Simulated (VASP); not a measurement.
# Pt (C2/m) in VASP: single point with PBE

Aim: the single point of Pt with PBE.

Everything below comes from runs of VASP 6.6.1. Logs are shortened: lines on timing, memory, paths and dates and some standing lists are left out, and cuts for length are marked.

## (1) The cell of the first run

The structure is monoclinic, space group C2/m (No. 12). The conventional cell has a = 4.766 Å, b = 2.906 Å, c = 2.782 Å, α = 90.00°, β = 124.94°, γ = 90.00°. Pt (site symmetry 2/m) has 12 Pt at 2.78 to 2.91 Å within 3.7 Å.

## (2) Single point, PBE

Contents of INCAR:

```
  ALGO = Fast
  EDIFF = 1E-6
  ENCUT = 520
  GGA = PE
  ISIF = 2
  ISMEAR = 0
  LASPH = True
  LCHARG = False
  LREAL = False
  LWAVE = False
  NBANDS = 28
  NELM = 100
  PREC = Accurate
  SIGMA = 0.1
```

Contents of KPOINTS:

```
k-points
0
Gamma
  7 6 15
```

Contents of POSCAR:

```
Pt
1.0
    4.8271146843      0.0000000000     -0.0269642519
    0.0000000000      5.8126924825      0.0000000000
   -1.6216338996      0.0000000000      2.2610638930
Pt
4
Direct
    0.0000000000      0.5000000000      0.0000000000
    0.5000000000      0.7500000000      0.0000000000
    0.0000000000      0.0000000000      0.0000000000
    0.5000000000      0.2500000000      0.0000000000
```

Potentials or basis: VASP PAW PBE potentials, release 64 (Pt).

On the command line:

```
> cat potpaw_PBE.64/Pt/POTCAR > POTCAR
> mpirun -np 1 vasp_std > vasp.out
```

OUTCAR:

```text
EDIFF = 1E-6
   ENCUT = 520
   GGA = PE
   ISIF = 2
   ISMEAR = 0
   LASPH = True
   LREAL = False
   NELM = 100
   PREC = Accurate

 ion  position               nearest neighbor table
   1  0.000  0.500  0.000-   2 2.79   4 2.79   2 2.79   4 2.79   2 2.82   4 2.82   2 2.82   4 2.82
                             3 2.91   3 2.91
   2  0.500  0.750  0.000-   1 2.79   3 2.79   1 2.79   3 2.79   1 2.82   3 2.82   1 2.82   3 2.82
                             4 2.91   4 2.91
   3  0.000  0.000  0.000-   2 2.79   4 2.79   2 2.79   4 2.79   2 2.82   4 2.82   2 2.82   4 2.82
                             1 2.91   1 2.91
   4  0.500  0.250  0.000-   1 2.79   3 2.79   1 2.79   3 2.79   1 2.82   3 2.82   1 2.82   3 2.82
                             2 2.91   2 2.91

  LATTYP: Found a simple monoclinic cell.
 ALAT       =     2.7824640937
 B/A-ratio  =     2.0890449209
 C/A-ratio  =     1.4042274071
 COS(beta)  =    -0.0134914107

  Lattice vectors:

 A1 = (  -1.6216338996,   0.0000000000,   2.2610638930)
 A2 = (   0.0000000000,  -5.8126924825,   0.0000000000)
 A3 = (   3.2054807847,   0.0000000000,   2.2340996411)

Analysis of symmetry for initial positions (statically):
=====================================================================
 Subroutine PRICEL returns following result:

  LATTYP: Found a base centered monoclinic cell.
 ALAT       =     4.7660325380
 B/A-ratio  =     0.6098041123
 C/A-ratio  =     0.5838113927
 COS(beta)  =    -0.5727510808

  Lattice vectors:

 A1 = (  -0.7919234425,   1.4531731206,  -2.2475817671)
 A2 = (  -0.7919234425,  -1.4531731206,  -2.2475817671)
 A3 = (  -1.6216338996,   0.0000000000,   2.2610638930)

   4 primitive cells build up your supercell.

 Routine SETGRP: Setting up the symmetry group for a
 simple monoclinic supercell.

 Subroutine GETGRP returns: Found  4 space group operations
 (whereof  4 operations were pure point group operations)
 out of a pool of  4 trial point group operations.

The static configuration has the point symmetry C_2h.

Analysis of symmetry for dynamics (positions and initial velocities):
=====================================================================
 Subroutine PRICEL returns following result:

  LATTYP: Found a base centered monoclinic cell.
 ALAT       =     4.7660325380
 B/A-ratio  =     0.6098041123
 C/A-ratio  =     0.5838113927
 COS(beta)  =    -0.5727510808

  Lattice vectors:

 A1 = (  -0.7919234425,   1.4531731206,  -2.2475817671)
 A2 = (  -0.7919234425,  -1.4531731206,  -2.2475817671)
 A3 = (  -1.6216338996,   0.0000000000,   2.2610638930)

   4 primitive cells build up your supercell.

 Routine SETGRP: Setting up the symmetry group for a
 simple monoclinic supercell.

 Subroutine GETGRP returns: Found  4 space group operations
 (whereof  4 operations were pure point group operations)
 out of a pool of  4 trial point group operations.

The dynamic configuration has the point symmetry C_2h.

 Subroutine INISYM returns: Found  4 space group operations
 (whereof  4 operations are pure point group operations),
 and found     4 'primitive' translations

----------------------------------------------------------------------------------------

                                     Primitive cell

  volume of cell :      15.7970

  direct lattice vectors                    reciprocal lattice vectors
    -0.791923443  1.453173121 -2.247581767    -0.207996382  0.344074627 -0.149174902
    -0.791923443 -1.453173121 -2.247581767    -0.207996382 -0.344074627 -0.149174902
    -1.621633900  0.000000000  2.261063893    -0.413512309  0.000000000  0.145698856

  length of vectors
     2.791142894  2.791142894  2.782464094     0.428839125  0.428839125  0.438429682

  position of ions in fractional coordinates (direct lattice)
     0.000000000  0.000000000  0.000000000

  ion indices of the primitive-cell ions
   primitive index   ion index
                 1           1

----------------------------------------------------------------------------------------

 KPOINTS: k-points

Automatic generation of k-mesh.
 Grid dimensions read from file:
 generate k-points for:    7    6   15

 Generating k-lattice:

  Cartesian coordinates                     Fractional coordinates (reciprocal lattice)
     0.029713769  0.000000000  0.021310700     0.142857143  0.000000000  0.000000000
     0.000000000  0.028672886  0.000000000     0.000000000  0.166666667  0.000000000
     0.000165364  0.000000000  0.029603244     0.000000000  0.000000000  0.066666667

  Length of vectors
     0.036565749  0.028672886  0.029603706

  Shift w.r.t. Gamma in fractional coordinates (k-lattice)
     0.000000000  0.000000000  0.000000000

 Subroutine IBZKPT returns following result:
 ===========================================

 Found    212 irreducible k-points:

 Following reciprocal coordinates:
            Coordinates               Weight
  0.000000  0.000000  0.000000      1.000000
  0.142857  0.000000  0.000000      2.000000
  0.285714  0.000000  0.000000      2.000000
  0.428571  0.000000  0.000000      2.000000
  0.000000  0.166667  0.000000      2.000000
  0.142857  0.166667  0.000000      4.000000
[... 16 lines left out ...]
 -0.142857  0.000000  0.066667      2.000000
 -0.000000  0.166667  0.066667      4.000000
 [... further k-points ...]
   k-points           NKPTS =    212   k-points in BZ     NKDIM =    212   number of bands    NBANDS=     28
   number of dos      NEDOS =    301   number of ions     NIONS =      4
   total plane-waves  NPLWV =  41472
   dimension x,y,z NGX =    36 NGY =   48 NGZ =   24
   dimension x,y,z NGXF=    72 NGYF=   96 NGZF=   48
   ions per type =               4
   NGX,Y,Z   is equivalent  to a cutoff of  12.40, 13.73, 14.34 a.u.
   NGXF,Y,Z  is equivalent  to a cutoff of  24.80, 27.46, 28.68 a.u.
 SYSTEM =  unknown system
   PREC   = accura    normal or accurate (medium, high low for compatibility)
   ISTART =      0    job   : 0-new  1-cont  2-samecut
   ICHARG =      2    charge: 1-file 2-atom 10-const
   ISPIN  =      1    spin polarized calculation?
   LNONCOLLINEAR =      F non collinear calculations
   LSORBIT =      F    spin-orbit coupling
   LASPH  =      T    aspherical Exc in radial PAW
   ENCUT  =  520.0 eV  38.22 Ry    6.18 a.u.   8.98 10.81  5.17*2*pi/ulx,y,z
   NELM   =    100;   NELMIN=  2; NELMDL= -5     # of ELM steps
   EDIFF  = 0.1E-05   stopping-criterion for ELM
   LREAL  =      F    real-space projection
   EDIFFG = 0.1E-04   stopping-criterion for IOM
   NSW    =      0    number of steps for IOM
   IBRION =     -1    ionic relax: 0-MD 1-quasi-New 2-CG
   NFREE  =      0    steps in history (QN), initial steepest desc. (CG)
   ISIF   =      2    stress and relaxation
   ISYM   =      2    0-nonsym 1-usesym 2-fastsym
   POTIM  = 0.5000    time-step for ionic-motion
   TEBEG  =    0.0;   TEEND  =   0.0 temperature during run
   PSTRESS=    0.0 pullay stress
   NELECT =      40.0000    total number of electrons
   NUPDOWN=      -1.0000    fix difference up-down
   EMIN   =  10.00;   EMAX   =-10.00  energy-range for DOS
   EFERMI =   0.00;   METHOD = LEGACY
   ISMEAR =     0;   SIGMA  =   0.10  broadening in eV -4-tet -1-fermi 0-gaus
   EFERMI_NEDOS =   21; number of points for ismear=-14 and -15
   IALGO  =     68    algorithm
   IMIX   =      4    mixing-type and parameters
     AMIX     =   0.40;   BMIX     =  1.00
     AMIX_MAG =   1.60;   BMIX_MAG =  1.00
  volume/ion in A,a.u.               =      15.80       106.60
  Fermi-wavevector in a.u.,A,eV,Ry     =   1.405670  2.656331 26.883861  1.975908
  Thomas-Fermi vector in A             =   2.528108
   LORBIT       =      0    0 simple, 1 ext, 2 COOP (PROOUT), +10 PAW based schemes
   GGA     = PE    functional components
   LHFCALC =     F    Hartree Fock is set to
   AEXX    =    0.0000 exact exchange contribution
   IVDW    =     0    specifies the selected vdW correction
   LEPSILON=     F    determine dielectric tensor
   LRPA    =     F    only Hartree local field effects (RPA)
 non-spin polarized calculation
 RMM-DIIS sequential band-by-band and
 Gauss-broadening in eV      SIGMA  =   0.10
  energy-cutoff  :      520.00
  volume of cell :       63.19
 maximum number of plane-waves:      1722
   NGX = 17   NGY = 21   NGZ = 11

 number of electron      39.9999999 magnetization

 Free energy of the ion-electron system (eV)
  ---------------------------------------------------
  ext. energy  EPLUGINS =         0.00000000
  ---------------------------------------------------
  free energy    TOTEN  =       -24.38498730 eV

  energy without entropy =      -24.34753482  energy(sigma->0) =      -24.36626106

 E-fermi :  10.3881     XC(G=0): -13.2111

 val. band max:       10.3880686169   @ k =  -0.1429   0.1667   0.3333
 cond. band min:      10.3884371896   @ k =  -0.2857   0.5000   0.1333
 fundamental gap:      0.0003685727
 Fermi energy:        10.3880755461

 k-point     1 :       0.0000    0.0000    0.0000
  band No.  band energies     occupation
      1       0.6898      2.00000
      2       3.8229      2.00000
      3       4.2511      2.00000
      4       4.6989      2.00000
      5       4.6989      2.00000
      6       6.2588      2.00000
[... 20 lines left out ...]
     27      21.1151      0.00000
     28      21.1151      0.00000

 k-point     2 :       0.1429    0.0000    0.0000
  band No.  band energies     occupation
      1       0.9614      2.00000
      2       3.9205      2.00000
      3       4.3198      2.00000
      4       4.3198      2.00000
      5       4.3680      2.00000
      6       6.3591      2.00000
[... 20 lines left out ...]
     27      20.9782      0.00000
     28      21.1987      0.00000

 k-point     3 :       0.2857    0.0000    0.0000
  band No.  band energies     occupation
      1       1.7400      2.00000
      2       3.8057      2.00000
      3       3.8057      2.00000
      4       4.0946      2.00000
      5       4.7008      2.00000
      6       6.3921      2.00000
[... 616 lines left out ...]
      3       4.3466      2.00000
      4       4.6688      2.00000
      5       4.6688      2.00000
      6       6.2217      2.00000
[... 20 lines left out ...]
     27      20.3046      0.00000
     28      20.9833      0.00000

 k-point    24 :      -0.0000    0.1667    0.0667
  band No.  band energies     occupation
      1       1.0329      2.00000
      2       3.9859      2.00000
      3       4.0399      2.00000
      4       4.4529      2.00000
      5       5.0170      2.00000
      6       5.8926      2.00000
[... 20 lines left out ...]
     27      20.9142      0.00000
     28      21.9759      0.00000

 [... further k-points ...]
[... 5 lines left out ...]
  --------------------------------------------------------------------------------------
  -------------------------------------------------------------------------------------
  Total       -0.9697049     -1.7327833     -0.1801102      0.0000000      0.0000000      0.0011418
  in kB      -24.5875797    -43.9359927     -4.5668271      0.0000000      0.0000000      0.0289514
  external PRESSURE =     -24.3634665 kB  Pullay stress =       0.0000000 kB

 VOLUME and BASIS-vectors are now :
 -----------------------------------------------------------------------------
  energy-cutoff  :      520.00
  volume of cell :       63.19
      direct lattice vectors                 reciprocal lattice vectors
     4.827114684  0.000000000 -0.026964252     0.207996382  0.000000000  0.149174902
     0.000000000  5.812692483  0.000000000     0.000000000  0.172037314  0.000000000
    -1.621633900  0.000000000  2.261063893     0.002480455  0.000000000  0.444048659

 POSITION                                       TOTAL-FORCE (eV/Angst)
 -----------------------------------------------------------------------------------
      0.00000      2.90635      0.00000        -0.000000     -0.000000     -0.000000
      2.41356      4.35952     -0.01348        -0.000000      0.000000      0.000000
      0.00000      0.00000      0.00000         0.000000      0.000000     -0.000000
      2.41356      1.45317     -0.01348         0.000000      0.000000      0.000000
 -----------------------------------------------------------------------------------
    total drift:                                0.000000      0.000000     -0.000000

  FREE ENERGIE OF THE ION-ELECTRON SYSTEM (eV)
  ---------------------------------------------------
  free  energy   TOTEN  =       -24.3849872978 eV

  energy  without entropy=      -24.3475348174  energy(sigma->0) =      -24.36626106
```

It took 4.7 min on 1 thread of Intel Xeon Platinum 8259CL at 2.50GHz (Skylake/Cascade Lake), shared host; peak memory 0.4 GiB.

Results:

```yaml
Free_energy: -24.3850 eV
Pressure: -2.4 GPa
Band_gap_on_the_k_mesh: zero (bands 20 and 21 overlap by 0.87 eV)
```

Caveat: spin-orbit coupling is left out, which moves the levels of the heavy elements.
